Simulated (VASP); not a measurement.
# Al12HO in VASP: notebook

Al12HO is run at these levels: PBE; tasks: single point.

Everything below comes from runs of VASP 6.6.1. Logs are shortened: lines on timing, memory, paths and dates and some standing lists are left out, and cuts for length are marked.

### Step 1. The cell of the first run

The cell holds a slab with vacuum, 14 atoms: a = 5.714 Å, b = 5.714 Å, c = 22.175 Å, α = 90.00°, β = 90.00°, γ = 90.00°.

### Step 2. Single point, PBE, collinear spin, ferromagnetic start

Input file INCAR:

```
ALGO = Fast ; DIPOL = 0.5 0.5 0.289
EDIFF = 1E-6 ; ENCUT = 520
GGA = PE ; IDIPOL = 3
ISIF = 2 ; ISMEAR = 0
ISPIN = 2 ; LASPH = True
LCHARG = True ; LDIPOL = True
LELF = True ; LORBIT = 11
LREAL = False ; LVACPOTAV = True
LVHAR = True ; LWAVE = False
MAGMOM = 0 0 0 0 0 0 0 0 0 0 0 0 1 0 ; NBANDS = 38
NELM = 150 ; PREC = Accurate
SIGMA = 0.1
```

Input file KPOINTS:

```
k-points
0
Gamma
  5 5 1
```

Input file POSCAR:

```
Al12HO
1.0
    5.7143028096      0.0000000000      0.0000000000
    0.0000000000      5.7143028096      0.0000000000
    0.0000000000      0.0000000000     22.1750227687
Al O H
12 1 1
Direct
    0.2500000000      0.2500000000      0.1803831293
    0.2500000000      0.7500000000      0.1803831293
    0.7500000000      0.2500000000      0.1803831293
    0.7500000000      0.7500000000      0.1803831293
    0.0000000000      0.0000000000      0.2744094920
    0.0000000000      0.5000000000      0.2744094920
    0.5000000000      0.0000000000      0.2744094920
    0.5000000000      0.5000000000      0.2744094920
    0.2500000000      0.2500000000      0.3686590473
    0.2500000000      0.7500000000      0.3686590473
    0.7500000000      0.2500000000      0.3686590473
    0.7500000000      0.7500000000      0.3686590473
    0.5000000000      0.5000000000      0.3659533004
    0.6071648556      0.6071648556      0.3885011916
```

Potentials or basis: VASP PAW PBE potentials, release 64 (Al, O, H).

On the command line:

```bash
> cat potpaw_PBE.64/Al/POTCAR potpaw_PBE.64/O/POTCAR potpaw_PBE.64/H/POTCAR > POTCAR
> mpirun -np 1 vasp_std > vasp.out
```

OUTCAR:

```text
EDIFF = 1E-6
   ENCUT = 520
   GGA = PE
   ISIF = 2
   ISMEAR = 0
   ISPIN = 2
   LASPH = True
   LORBIT = 11
   LREAL = False
   NELM = 150
   PREC = Accurate

 ion  position               nearest neighbor table
   1  0.250  0.250  0.180-   2 2.86   3 2.86   2 2.86   3 2.86   7 2.90   8 2.90   5 2.90   6 2.90

   2  0.250  0.750  0.180-   1 2.86   4 2.86   1 2.86   4 2.86   7 2.90   8 2.90   5 2.90   6 2.90

   3  0.750  0.250  0.180-   1 2.86   4 2.86   4 2.86   1 2.86   7 2.90   8 2.90   5 2.90   6 2.90

   4  0.750  0.750  0.180-   2 2.86   3 2.86   3 2.86   2 2.86   7 2.90   8 2.90   5 2.90   6 2.90

   5  0.000  0.000  0.274-   6 2.86   7 2.86   6 2.86   7 2.86   1 2.90   2 2.90   3 2.90   4 2.90
                            11 2.91  12 2.91   9 2.91  10 2.91
   6  0.000  0.500  0.274-   5 2.86   8 2.86   5 2.86   8 2.86   1 2.90   2 2.90   3 2.90   4 2.90
                            11 2.91  12 2.91   9 2.91  10 2.91
   7  0.500  0.000  0.274-   5 2.86   8 2.86   8 2.86   5 2.86   1 2.90   2 2.90   3 2.90   4 2.90
                            11 2.91  12 2.91   9 2.91  10 2.91
   8  0.500  0.500  0.274-  13 2.03   7 2.86   6 2.86   7 2.86   6 2.86   2 2.90   3 2.90   4 2.90
                             1 2.90  12 2.91   9 2.91  10 2.91  11 2.91
   9  0.250  0.250  0.369-  13 2.02  11 2.86  10 2.86  10 2.86  11 2.86   6 2.91   7 2.91   8 2.91
                             5 2.91
  10  0.250  0.750  0.369-  13 2.02  12 2.86   9 2.86   9 2.86  12 2.86   6 2.91   7 2.91   8 2.91
                             5 2.91
  11  0.750  0.250  0.369-  13 2.02  12 2.86   9 2.86  12 2.86   9 2.86   6 2.91   7 2.91   8 2.91
                             5 2.91
  12  0.750  0.750  0.369-  14 1.24  13 2.02  10 2.86  11 2.86  11 2.86  10 2.86   7 2.91   8 2.91
                             5 2.91   6 2.91
  13  0.500  0.500  0.366-  14 1.00  10 2.02  11 2.02  12 2.02   9 2.02   8 2.03
  14  0.607  0.607  0.389-  13 1.00  12 1.24

  LATTYP: Found a simple tetragonal cell.
 ALAT       =     5.7143028096
 C/A-ratio  =     3.8806173750

  Lattice vectors:

 A1 = (   5.7143028096,   0.0000000000,   0.0000000000)
 A2 = (   0.0000000000,   5.7143028096,   0.0000000000)
 A3 = (   0.0000000000,   0.0000000000,  22.1750227687)

Analysis of symmetry for initial positions (statically):
=====================================================================
 Subroutine PRICEL returns:
 Original cell was already a primitive cell.

 Routine SETGRP: Setting up the symmetry group for a
 simple tetragonal supercell.

 Subroutine GETGRP returns: Found  2 space group operations
 (whereof  2 operations were pure point group operations)
 out of a pool of 16 trial point group operations.

The static configuration has the point symmetry C_1h.

Analysis of symmetry for dynamics (positions and initial velocities):
=====================================================================
 Subroutine PRICEL returns:
 Original cell was already a primitive cell.

 Routine SETGRP: Setting up the symmetry group for a
 simple tetragonal supercell.

 Subroutine GETGRP returns: Found  2 space group operations
 (whereof  2 operations were pure point group operations)
 out of a pool of 16 trial point group operations.

The dynamic configuration has the point symmetry C_1h.

Analysis of structural, dynamic, and magnetic symmetry:
=====================================================================
 Subroutine PRICEL returns:
 Original cell was already a primitive cell.

 Routine SETGRP: Setting up the symmetry group for a
 simple tetragonal supercell.

 Subroutine GETGRP returns: Found  2 space group operations
 (whereof  2 operations were pure point group operations)
 out of a pool of 16 trial point group operations.

The overall configuration has the point symmetry C_1h.

 Subroutine INISYM returns: Found  2 space group operations
 (whereof  2 operations are pure point group operations),
 and found     1 'primitive' translations

----------------------------------------------------------------------------------------

                                     Primitive cell

  volume of cell :     724.0867

  direct lattice vectors                    reciprocal lattice vectors
     5.714302810  0.000000000  0.000000000     0.174999476  0.000000000  0.000000000
     0.000000000  5.714302810  0.000000000     0.000000000  0.174999476  0.000000000
     0.000000000  0.000000000 22.175022769     0.000000000  0.000000000  0.045095782

  length of vectors
     5.714302810  5.714302810 22.175022769     0.174999476  0.174999476  0.045095782

  position of ions in fractional coordinates (direct lattice)
     0.250000000  0.250000000  0.180383129
     0.250000000  0.750000000  0.180383129
     0.750000000  0.250000000  0.180383129
     0.750000000  0.750000000  0.180383129
     0.000000000  0.000000000  0.274409492
     0.000000000  0.500000000  0.274409492
     0.500000000  0.000000000  0.274409492
     0.500000000  0.500000000  0.274409492
     0.250000000  0.250000000  0.368659047
     0.250000000  0.750000000  0.368659047
     0.750000000  0.250000000  0.368659047
     0.750000000  0.750000000  0.368659047
[... 68 lines left out ...]
   ICHARG =      2    charge: 1-file 2-atom 10-const
   ISPIN  =      2    spin polarized calculation?
   LNONCOLLINEAR =      F non collinear calculations
   LSORBIT =      F    spin-orbit coupling
   LASPH  =      T    aspherical Exc in radial PAW
   ENCUT  =  520.0 eV  38.22 Ry    6.18 a.u.  10.62 10.62 41.23*2*pi/ulx,y,z
   NELM   =    150;   NELMIN=  2; NELMDL= -5     # of ELM steps
   EDIFF  = 0.1E-05   stopping-criterion for ELM
   LREAL  =      F    real-space projection
   EDIFFG = 0.1E-04   stopping-criterion for IOM
   NSW    =      0    number of steps for IOM
   IBRION =     -1    ionic relax: 0-MD 1-quasi-New 2-CG
   NFREE  =      0    steps in history (QN), initial steepest desc. (CG)
   ISIF   =      2    stress and relaxation
   ISYM   =      2    0-nonsym 1-usesym 2-fastsym
   POTIM  = 0.5000    time-step for ionic-motion
   TEBEG  =    0.0;   TEEND  =   0.0 temperature during run
   PSTRESS=    0.0 pullay stress
   NELECT =      43.0000    total number of electrons
   NUPDOWN=      -1.0000    fix difference up-down
   EMIN   =  10.00;   EMAX   =-10.00  energy-range for DOS
   EFERMI =   0.00;   METHOD = LEGACY
   ISMEAR =     0;   SIGMA  =   0.10  broadening in eV -4-tet -1-fermi 0-gaus
   EFERMI_NEDOS =   21; number of points for ismear=-14 and -15
   IALGO  =     68    algorithm
   IMIX   =      4    mixing-type and parameters
     AMIX     =   0.40;   BMIX     =  1.00
     AMIX_MAG =   1.60;   BMIX_MAG =  1.00
  volume/ion in A,a.u.               =      51.72       349.03
  Fermi-wavevector in a.u.,A,eV,Ry     =   0.638706  1.206979  5.550428  0.407945
  Thomas-Fermi vector in A             =   1.704136
   LORBIT       =     11    0 simple, 1 ext, 2 COOP (PROOUT), +10 PAW based schemes
   GGA     = PE    functional components
   LHFCALC =     F    Hartree Fock is set to
   AEXX    =    0.0000 exact exchange contribution
   IVDW    =     0    specifies the selected vdW correction
   LEPSILON=     F    determine dielectric tensor
   LRPA    =     F    only Hartree local field effects (RPA)
 spin polarized calculation
 RMM-DIIS sequential band-by-band and
 Gauss-broadening in eV      SIGMA  =   0.10
  energy-cutoff  :      520.00
  volume of cell :      724.09
 maximum number of plane-waves:     19529
   NGX = 21   NGY = 21   NGZ = 83

 dipolmoment           0.000000      0.000000      0.049620 electrons x Angstroem

 number of electron      42.9999995 magnetization       0.0000048

 dipolmoment           0.000000      0.000000     -0.012960 electrons x Angstroem

 Free energy of the ion-electron system (eV)
  ---------------------------------------------------
  ext. energy  EPLUGINS =         0.00000000
  ---------------------------------------------------
  free energy    TOTEN  =       -46.08786174 eV

  energy without entropy =      -46.04564565  energy(sigma->0) =      -46.06675369

 E-fermi :  -0.7391     XC(G=0):  -3.7987

 val. band max:       -0.7518489144   @ k =   0.4000   0.0000   0.0000
 cond. band min:      -0.7377433187   @ k =   0.0000   0.0000   0.0000
 fundamental gap:      0.0141055957
 Fermi energy:        -0.7391040096

 spin component 1

 k-point     1 :       0.0000    0.0000    0.0000
  band No.  band energies     occupation
      1     -25.2148      1.00000
      2     -13.6627      1.00000
      3     -10.8489      1.00000
      4     -10.5103      1.00000
      5      -9.4598      1.00000
      6      -8.4777      1.00000
[... 313 lines left out ...]
     32       2.3806      0.00000
     33       2.4860      0.00000
 Fermi energy:        -0.7391040096

 spin component 2

 k-point     1 :       0.0000    0.0000    0.0000
  band No.  band energies     occupation
      1     -25.2148      1.00000
      2     -13.6627      1.00000
      3     -10.8489      1.00000
      4     -10.5103      1.00000
      5      -9.4598      1.00000
      6      -8.4777      1.00000
[... 313 lines left out ...]
     32       2.3805      0.00000
     33       2.4860      0.00000
 [bands above 33 left out]

------------------------ aborting loop because EDIFF is reached ----------------------------------------

  FORCE on cell =-STRESS in cart. coord.  units (eV):
  Direction    XX          YY          ZZ          XY          YZ          ZX
  --------------------------------------------------------------------------------------
  -------------------------------------------------------------------------------------
  Total        9.2804426      9.2804426      4.7589458      8.3045376     -1.6257977     -1.6257974
  in kB       20.5347157     20.5347157     10.5300581     18.3753434     -3.5973816     -3.5973810
  external PRESSURE =      17.1998298 kB  Pullay stress =       0.0000000 kB

 VOLUME and BASIS-vectors are now :
 -----------------------------------------------------------------------------
  energy-cutoff  :      520.00
  volume of cell :      724.09
      direct lattice vectors                 reciprocal lattice vectors
     5.714302810  0.000000000  0.000000000     0.174999476  0.000000000  0.000000000
     0.000000000  5.714302810  0.000000000     0.000000000  0.174999476  0.000000000
     0.000000000  0.000000000 22.175022769     0.000000000  0.000000000  0.045095782

 POSITION                                       TOTAL-FORCE (eV/Angst)
 -----------------------------------------------------------------------------------
      1.42858      1.42858      4.00000        -0.053970     -0.053970     -0.026437
      1.42858      4.28573      4.00000        -0.080260      0.046442      0.074317
      4.28573      1.42858      4.00000         0.046442     -0.080260      0.074317
      4.28573      4.28573      4.00000         0.060177      0.060177      0.046809
      0.00000      0.00000      6.08504        -0.040486     -0.040486     -0.206489
      0.00000      2.85715      6.08504         0.014594      0.004080      0.186549
      2.85715      0.00000      6.08504         0.004080      0.014594      0.186549
      2.85715      2.85715      6.08504        -0.023503     -0.023503     -1.229827
      1.42858      1.42858      8.17502        -1.386607     -1.386607     -0.043903
      1.42858      4.28573      8.17502        -1.535250      1.414016     -0.178900
      4.28573      1.42858      8.17502         1.414016     -1.535250     -0.178900
      4.28573      4.28573      8.17502         9.556195      9.556195     -4.370742
      2.85715      2.85715      8.11502        -3.352654     -3.352654     -1.615487
      3.46952      3.46952      8.61502        -4.622774     -4.622774      7.282143
 -----------------------------------------------------------------------------------
    total drift:                               -0.000015     -0.000015     -0.000208

  FREE ENERGIE OF THE ION-ELECTRON SYSTEM (eV)
  ---------------------------------------------------
  free  energy   TOTEN  =       -46.0878617350 eV

  energy  without entropy=      -46.0456456546  energy(sigma->0) =      -46.06675369

 vacuum level on the upper side and lower side of the slab         3.553         3.625

 total charge

# of ion       s       p       d       tot
------------------------------------------
    1        0.473   0.286   0.000   0.759
    2        0.474   0.283   0.000   0.757
    3        0.474   0.283   0.000   0.757
    4        0.474   0.284   0.000   0.759
    5        0.437   0.329   0.000   0.766
    6        0.418   0.346   0.000   0.764
    7        0.418   0.346   0.000   0.764
    8        0.416   0.331   0.000   0.748
    9        0.476   0.281   0.000   0.757
   10        0.478   0.281   0.000   0.759
   11        0.478   0.281   0.000   0.759
   12        0.538   0.378   0.000   0.916
   13        1.631   3.585   0.000   5.216
   14        0.704   0.164   0.000   0.868
--------------------------------------------------
tot          7.894   7.456   0.000  15.349

 magnetization (x)

# of ion       s       p       d       tot
------------------------------------------
    1        0.000   0.000   0.000   0.000
    2       -0.000  -0.000   0.000  -0.000
    3       -0.000  -0.000   0.000  -0.000
    4        0.000   0.000   0.000   0.000
    5       -0.000  -0.000   0.000  -0.000
    6        0.000   0.000   0.000   0.000
    7        0.000   0.000   0.000   0.000
    8        0.000   0.000   0.000   0.000
    9        0.000   0.000   0.000   0.000
   10        0.000   0.000   0.000   0.000
   11        0.000   0.000   0.000   0.000
   12        0.000   0.000   0.000   0.000
   13        0.000   0.000   0.000   0.000
   14       -0.000   0.000   0.000  -0.000
--------------------------------------------------
tot          0.000   0.000   0.000   0.000
```

Wall time 29 min (1 thread of Oxide Virtual Turin-like, shared host); peak memory 1 GiB.

Results:

```
Free energy                                           : -46.0879 eV
Largest force                                         : 14.204 eV/Å
Net moment                                            : 0.00 μB per cell
Valence electrons inside the program's atomic spheres : Al 0.76, 0.77, 0.75, 0.92 (each value once); O 5.22; H 0.87
```

Forces on the atoms (eV/Å):
```
Al  -0.054 -0.054 -0.026
Al  -0.080  0.046  0.074
Al   0.046 -0.080  0.074
Al   0.060  0.060  0.047
Al  -0.040 -0.040 -0.206
Al   0.015  0.004  0.187
Al   0.004  0.015  0.187
Al  -0.024 -0.024 -1.230
Al  -1.387 -1.387 -0.044
Al  -1.535  1.414 -0.179
Al   1.414 -1.535 -0.179
Al   9.556  9.556 -4.371
O   -3.353 -3.353 -1.615
H   -4.623 -4.623  7.282
```

### Step 3. Single point, PBE, collinear spin, ferromagnetic start

Input file INCAR:

```
SYSTEM = Al12HO
PREC = Accurate
ENCUT = 520
EDIFF = 1E-6
ISMEAR = 0
SIGMA = 0.1
LREAL = .False.
LASPH = .True.
NELM = 150
ALGO = Normal
ISIF = 2
LWAVE = .False.
LCHARG = .False.
ISPIN = 2
MAGMOM = 0 0 0 0 0 0 0 0 0 0 0 0 1 0
LORBIT = 11
LDIPOL = .True.
IDIPOL = 3
DIPOL = 0.5 0.5 0.290
GGA = PE
NBANDS = 38
```

Input file KPOINTS:

```
Automatic mesh
0
Gamma
  5 5 1
  0 0 0
```

POSCAR, as its differences from that of step 2:

```diff
@@ -21,2 +21,2 @@
     0.5000000000      0.5000000000      0.3659533004
-    0.6071648556      0.6071648556      0.3885011916
+    0.5618716583      0.5618716583      0.4050073935
```

Potentials or basis: VASP PAW PBE potentials, release 64 (Al, O, H).

On the command line:

```bash
> cat potpaw_PBE.64/Al/POTCAR potpaw_PBE.64/O/POTCAR potpaw_PBE.64/H/POTCAR > POTCAR
> mpirun -np 1 vasp_std > vasp.out
```

It took 33 min on 1 thread of Oxide Virtual Turin-like, shared host; peak memory 1 GiB.

The run converged. Its results:

| Item | Value |
| --- | --- |
| Free energy | -48.5860 eV |
| Largest force | 4.090 eV/Å |
| Net moment | 0.00 μB per cell |
| Valence electrons inside the program's atomic spheres | Al 0.76, 0.77, 0.75, 0.79 (each value once); O 5.24; H 0.72 |

Forces in eV/Å, atoms in the order of the input:
```
Al  -0.074 -0.074 -0.004
Al  -0.066  0.057  0.072
Al   0.057 -0.066  0.072
Al   0.046  0.046  0.065
Al  -0.013 -0.013 -0.228
Al   0.037 -0.017  0.161
Al  -0.017  0.037  0.161
Al   0.031  0.031 -1.672
Al  -1.400 -1.400 -0.154
Al  -1.699  1.637 -0.267
Al   1.637 -1.699 -0.267
Al   2.836  2.836 -0.799
O   -1.472 -1.472 -0.124
H    0.096  0.096  2.984
```

Levels at points of the mesh, in eV from the Fermi level:
Spin up:
```
           k point  band 20  band 21  band 22  band 23  band 24  band 25
(0.00, 0.00, 0.00)    -0.81    -0.75    -0.19    -0.07     0.53     0.96
```
Spin down:
```tsv
k point	band 20	band 21	band 22	band 23	band 24	band 25
(0.00, 0.00, 0.00)	-0.81	-0.75	-0.19	-0.07	0.53	0.96
```
